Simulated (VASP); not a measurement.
# BN (P-6m2) in VASP: notebook

BN is run at these levels: PBEsol; tasks: single point.

Program: VASP 6.6.1. These are calculated values, not measurements. Logs are shortened: lines on timing, memory, paths and dates and some standing lists are left out, and cuts for length are marked.

## Step 1: The cell of the first run

Symmetry: P-6m2, No. 187, hexagonal system. The conventional cell has a = 2.510 Å, b = 2.510 Å, c = 6.690 Å, α = 90.00°, β = 90.00°, γ = 120.00°. Within 1.9 Å of B (site symmetry -6m2) lie 3 N at 1.45 Å. B (site symmetry -6m2) has 3 N at 1.45 Å within 1.9 Å. Within 1.9 Å of N (site symmetry -6m2) lie 3 B at 1.45 Å. Within 1.9 Å of N (site symmetry -6m2) lie 3 B at 1.45 Å.

## Step 2: Single point, PBEsol

File INCAR:

```
SYSTEM = BN
ALGO = Normal
EDIFF = 1E-6
ENCUT = 520
GGA = PS
ISIF = 2
ISMEAR = 0
LASPH = .TRUE.
LCHARG = .FALSE.
LREAL = .FALSE.
LWAVE = .FALSE.
NBANDS = 16
NELM = 100
PREC = Accurate
SIGMA = 0.05
```

File KPOINTS:

```
k-points
0
G
  12 12 4
  0 0 0
```

File POSCAR:

```
BN
1.0
    2.5099983704      0.0000000000      0.0000000000
   -1.2549991852      2.1737223522      0.0000000000
    0.0000000000      0.0000000000      6.6900000000
B N
2 2
Direct
    0.0000000000      0.0000000000      0.5000000000
    0.3333333333      0.6666666667      0.0000000000
    0.0000000000      0.0000000000      0.0000000000
    0.6666666667      0.3333333333      0.5000000000
```

Potentials or basis: VASP PAW PBE potentials, release 64 (B, N).

The run is started by

```console
cat potpaw_PBE.64/B/POTCAR potpaw_PBE.64/N/POTCAR > POTCAR
mpirun -np 1 vasp_std > vasp.out
```

OUTCAR:

```text
SYSTEM = BN
   EDIFF = 1E-6
   ENCUT = 520
   GGA = PS
   ISIF = 2
   ISMEAR = 0
   LASPH = .TRUE.
   LREAL = .FALSE.
   NELM = 100
   PREC = Accurate

 ion  position               nearest neighbor table
   1  0.000  0.000  0.500-   4 1.45   4 1.45   4 1.45
   2  0.333  0.667  0.000-   3 1.45   3 1.45   3 1.45
   3  0.000  0.000  0.000-   2 1.45   2 1.45   2 1.45
   4  0.667  0.333  0.500-   1 1.45   1 1.45   1 1.45

  LATTYP: Found a hexagonal cell.
 ALAT       =     2.5099983704
 C/A-ratio  =     2.6653403759

  Lattice vectors:

 A1 = (   2.5099983704,   0.0000000000,   0.0000000000)
 A2 = (  -1.2549991852,   2.1737223522,   0.0000000000)
 A3 = (   0.0000000000,   0.0000000000,   6.6900000000)

Analysis of symmetry for initial positions (statically):
=====================================================================
 Subroutine PRICEL returns:
 Original cell was already a primitive cell.

 Routine SETGRP: Setting up the symmetry group for a
 hexagonal supercell.

 Subroutine GETGRP returns: Found 12 space group operations
 (whereof 12 operations were pure point group operations)
 out of a pool of 24 trial point group operations.

The static configuration has the point symmetry D_3h.

Analysis of symmetry for dynamics (positions and initial velocities):
=====================================================================
 Subroutine PRICEL returns:
 Original cell was already a primitive cell.

 Routine SETGRP: Setting up the symmetry group for a
 hexagonal supercell.

 Subroutine GETGRP returns: Found 12 space group operations
 (whereof 12 operations were pure point group operations)
 out of a pool of 24 trial point group operations.

The dynamic configuration has the point symmetry D_3h.

 Subroutine INISYM returns: Found 12 space group operations
 (whereof 12 operations are pure point group operations),
 and found     1 'primitive' translations

----------------------------------------------------------------------------------------

                                     Primitive cell

  volume of cell :      36.5009

  direct lattice vectors                    reciprocal lattice vectors
     2.509998370  0.000000000  0.000000000     0.398406633  0.230020177  0.000000000
    -1.254999185  2.173722352  0.000000000     0.000000000  0.460040354  0.000000000
     0.000000000  0.000000000  6.690000000     0.000000000  0.000000000  0.149476831

  length of vectors
     2.509998370  2.509998370  6.690000000     0.460040354  0.460040354  0.149476831

  position of ions in fractional coordinates (direct lattice)
     0.000000000  0.000000000  0.500000000
     0.333333333  0.666666667  0.000000000
     0.000000000  0.000000000  0.000000000
     0.666666667  0.333333333  0.500000000

  ion indices of the primitive-cell ions
   primitive index   ion index
                 1           1
                 2           2
                 3           3
                 4           4

----------------------------------------------------------------------------------------

 KPOINTS: k-points

Automatic generation of k-mesh.
 Grid dimensions read from file:
 generate k-points for:   12   12    4

 Generating k-lattice:

  Cartesian coordinates                     Fractional coordinates (reciprocal lattice)
     0.033200553  0.019168348  0.000000000     0.083333333 -0.000000000  0.000000000
     0.000000000  0.038336696  0.000000000     0.000000000  0.083333333  0.000000000
     0.000000000  0.000000000  0.037369208     0.000000000  0.000000000  0.250000000

  Length of vectors
     0.038336696  0.038336696  0.037369208

  Shift w.r.t. Gamma in fractional coordinates (k-lattice)
     0.000000000  0.000000000  0.000000000

 Subroutine IBZKPT returns following result:
 ===========================================

 Found     57 irreducible k-points:

 Following reciprocal coordinates:
            Coordinates               Weight
  0.000000  0.000000  0.000000      1.000000
  0.083333  0.000000  0.000000      6.000000
  0.166667  0.000000  0.000000      6.000000
  0.250000  0.000000  0.000000      6.000000
  0.333333  0.000000  0.000000      6.000000
  0.416667  0.000000  0.000000      6.000000
[... 16 lines left out ...]
  0.250000  0.000000  0.250000     12.000000
  0.333333  0.000000  0.250000     12.000000
 [... further k-points ...]
   k-points           NKPTS =     57   k-points in BZ     NKDIM =     57   number of bands    NBANDS=     16
   number of dos      NEDOS =    301   number of ions     NIONS =      4
   total plane-waves  NPLWV =  20000
   dimension x,y,z NGX =    20 NGY =   20 NGZ =   50
   dimension x,y,z NGXF=    40 NGYF=   40 NGZF=  100
   ions per type =               2   2
   NGX,Y,Z   is equivalent  to a cutoff of  13.25, 13.25, 12.42 a.u.
   NGXF,Y,Z  is equivalent  to a cutoff of  26.49, 26.49, 24.85 a.u.
 SYSTEM =  BN
   PREC   = accura    normal or accurate (medium, high low for compatibility)
   ISTART =      0    job   : 0-new  1-cont  2-samecut
   ICHARG =      2    charge: 1-file 2-atom 10-const
   ISPIN  =      1    spin polarized calculation?
   LNONCOLLINEAR =      F non collinear calculations
   LSORBIT =      F    spin-orbit coupling
   LASPH  =      T    aspherical Exc in radial PAW
   ENCUT  =  520.0 eV  38.22 Ry    6.18 a.u.   4.67  4.67 12.44*2*pi/ulx,y,z
   NELM   =    100;   NELMIN=  2; NELMDL= -5     # of ELM steps
   EDIFF  = 0.1E-05   stopping-criterion for ELM
   LREAL  =      F    real-space projection
   EDIFFG = 0.1E-04   stopping-criterion for IOM
   NSW    =      0    number of steps for IOM
   IBRION =     -1    ionic relax: 0-MD 1-quasi-New 2-CG
   NFREE  =      0    steps in history (QN), initial steepest desc. (CG)
   ISIF   =      2    stress and relaxation
   ISYM   =      2    0-nonsym 1-usesym 2-fastsym
   POTIM  = 0.5000    time-step for ionic-motion
   TEBEG  =    0.0;   TEEND  =   0.0 temperature during run
   PSTRESS=    0.0 pullay stress
   NELECT =      16.0000    total number of electrons
   NUPDOWN=      -1.0000    fix difference up-down
   EMIN   =  10.00;   EMAX   =-10.00  energy-range for DOS
   EFERMI =   0.00;   METHOD = LEGACY
   ISMEAR =     0;   SIGMA  =   0.05  broadening in eV -4-tet -1-fermi 0-gaus
   EFERMI_NEDOS =   21; number of points for ismear=-14 and -15
   IALGO  =     38    algorithm
   IMIX   =      4    mixing-type and parameters
     AMIX     =   0.40;   BMIX     =  1.00
     AMIX_MAG =   1.60;   BMIX_MAG =  1.00
  volume/ion in A,a.u.               =       9.13        61.58
  Fermi-wavevector in a.u.,A,eV,Ry     =   1.243599  2.350061 21.041925  1.546538
  Thomas-Fermi vector in A             =   2.377902
   LORBIT       =      0    0 simple, 1 ext, 2 COOP (PROOUT), +10 PAW based schemes
   GGA     = PS    functional components
   LHFCALC =     F    Hartree Fock is set to
   AEXX    =    0.0000 exact exchange contribution
   IVDW    =     0    specifies the selected vdW correction
   LEPSILON=     F    determine dielectric tensor
   LRPA    =     F    only Hartree local field effects (RPA)
 non-spin polarized calculation
 Gauss-broadening in eV      SIGMA  =   0.05
  energy-cutoff  :      520.00
  volume of cell :       36.50
 maximum number of plane-waves:      1000
 NGX is ok and might be reduce to    20
   NGX =  9   NGY =  9   NGZ = 25

 number of electron      15.9999998 magnetization

 Free energy of the ion-electron system (eV)
  ---------------------------------------------------
  ext. energy  EPLUGINS =         0.00000000
  ---------------------------------------------------
  free energy    TOTEN  =       -36.56775202 eV

  energy without entropy =      -36.56775202  energy(sigma->0) =      -36.56775202

 E-fermi :   2.4477     XC(G=0): -10.2461

 val. band max:        2.1496114920   @ k =   0.3333   0.3333   0.5000
 cond. band min:       6.4105880902   @ k =   0.5000   0.0000   0.0000
 fundamental gap:      4.2609765982
 Fermi energy:         2.4476547046

 k-point     1 :       0.0000    0.0000    0.0000
  band No.  band energies     occupation
      1     -15.6233      2.00000
      2     -15.3217      2.00000
      3      -4.1233      2.00000
      4      -2.0296      2.00000
      5       0.7440      2.00000
      6       0.7440      2.00000
[... 8 lines left out ...]
     15      14.2059      0.00000
     16      15.1046      0.00000

 k-point     2 :       0.0833    0.0000    0.0000
  band No.  band energies     occupation
      1     -15.4876      2.00000
      2     -15.1903      2.00000
      3      -3.9362      2.00000
      4      -1.8629      2.00000
      5       0.1836      2.00000
      6       0.2873      2.00000
[... 8 lines left out ...]
     15      14.6241      0.00000
     16      14.7032      0.00000

 k-point     3 :       0.1667    0.0000    0.0000
  band No.  band energies     occupation
      1     -15.0877      2.00000
      2     -14.8034      2.00000
      3      -3.3812      2.00000
      4      -1.3734      2.00000
      5      -1.2318      2.00000
      6      -1.1201      2.00000
[... 8 lines left out ...]
     15      15.8459      0.00000
     16      15.8578      0.00000

 k-point     4 :       0.2500    0.0000    0.0000
  band No.  band energies     occupation
      1     -14.4500      2.00000
      2     -14.1883      2.00000
      3      -3.0264      2.00000
      4      -2.8983      2.00000
      5      -2.4813      2.00000
      6      -0.8776      2.00000
[... 8 lines left out ...]
     15      17.1324      0.00000
     16      17.9951      0.00000
[... 324 lines left out ...]
 k-point    22 :       0.1667    0.0000    0.2500
  band No.  band energies     occupation
      1     -15.0537      2.00000
      2     -14.8414      2.00000
      3      -3.1394      2.00000
      4      -1.7531      2.00000
      5      -1.2153      2.00000
      6      -1.1071      2.00000
[... 8 lines left out ...]
     15      15.7437      0.00000
     16      15.8501      0.00000

 k-point    23 :       0.2500    0.0000    0.2500
  band No.  band energies     occupation
      1     -14.4195      2.00000
      2     -14.2221      2.00000
      3      -3.0282      2.00000
      4      -2.9197      2.00000
      5      -2.2295      2.00000
      6      -0.9211      2.00000
[... 8 lines left out ...]
     15      18.0019      0.00000
     16      18.1131      0.00000

 k-point    24 :       0.3333    0.0000    0.2500
  band No.  band energies     occupation
      1     -13.6161      2.00000
      2     -13.4415      2.00000
      3      -4.8074      2.00000
      4      -4.6841      2.00000
      5      -1.5006      2.00000
      6      -1.3930      2.00000
[... 8 lines left out ...]
     15      18.5415      0.00000
     16      20.2189      0.00000

 [... further k-points ...]
[... 5 lines left out ...]
  --------------------------------------------------------------------------------------
  -------------------------------------------------------------------------------------
  Total       -0.4411932     -0.4411932      0.1124291      0.0000000      0.0000000      0.0000000
  in kB      -19.3658165    -19.3658165      4.9349853      0.0000000      0.0000000      0.0000000
  external PRESSURE =     -11.2655492 kB  Pullay stress =       0.0000000 kB

 VOLUME and BASIS-vectors are now :
 -----------------------------------------------------------------------------
  energy-cutoff  :      520.00
  volume of cell :       36.50
      direct lattice vectors                 reciprocal lattice vectors
     2.509998370  0.000000000  0.000000000     0.398406633  0.230020177  0.000000000
    -1.254999185  2.173722352  0.000000000     0.000000000  0.460040354  0.000000000
     0.000000000  0.000000000  6.690000000     0.000000000  0.000000000  0.149476831

 POSITION                                       TOTAL-FORCE (eV/Angst)
 -----------------------------------------------------------------------------------
      0.00000      0.00000      3.34500        -0.000000     -0.000000      0.000000
     -0.00000      1.44915      0.00000         0.000000      0.000000      0.000000
      0.00000      0.00000      0.00000         0.000000     -0.000000      0.000000
      1.25500      0.72457      3.34500         0.000000     -0.000000      0.000000
 -----------------------------------------------------------------------------------
    total drift:                               -0.000001      0.000000      0.000000

  FREE ENERGIE OF THE ION-ELECTRON SYSTEM (eV)
  ---------------------------------------------------
  free  energy   TOTEN  =       -36.5677520216 eV

  energy  without entropy=      -36.5677520216  energy(sigma->0) =      -36.56775202
```

Wall time 61 s (1 thread of AMD EPYC 7R43 (Zen 3), shared host); peak memory 0.12 GiB.

Results:

- Free energy: -36.5678 eV
- Pressure: -1.1 GPa
- Band gap on the k mesh: 4.26 eV, indirect (least direct gap 4.40 eV)

Levels at points of the mesh, in eV from the valence-band top:
```
           k point  band 4  band 5  band 6  band 7  band 8  band 9  band 10  band 11  band 12  band 13
(0.00, 0.00, 0.00)   -4.18   -1.41   -1.41   -1.30   -1.30    4.94     9.97    11.40    11.40    11.51
(0.50, 0.00, 0.00)   -8.83   -4.21   -4.09   -1.32   -0.72    4.26     5.39     9.47     9.56    12.49
(0.00, 0.00, 0.50)   -5.30   -1.40   -1.40   -1.30   -1.30    7.27     7.30    11.41    11.41    11.50
(0.50, 0.00, 0.50)   -8.87   -4.20   -4.10   -1.02   -0.92    4.53     4.59     9.69     9.77    13.25
```

Caveat: the PAW data sets were made with another functional, which shifts forces and pressure a little; this functional lacks dispersion, which binds the layers, so the pressure and a relaxed spacing across them are unreliable. A k mesh can miss the band edges.

[end of part 1 of 2]
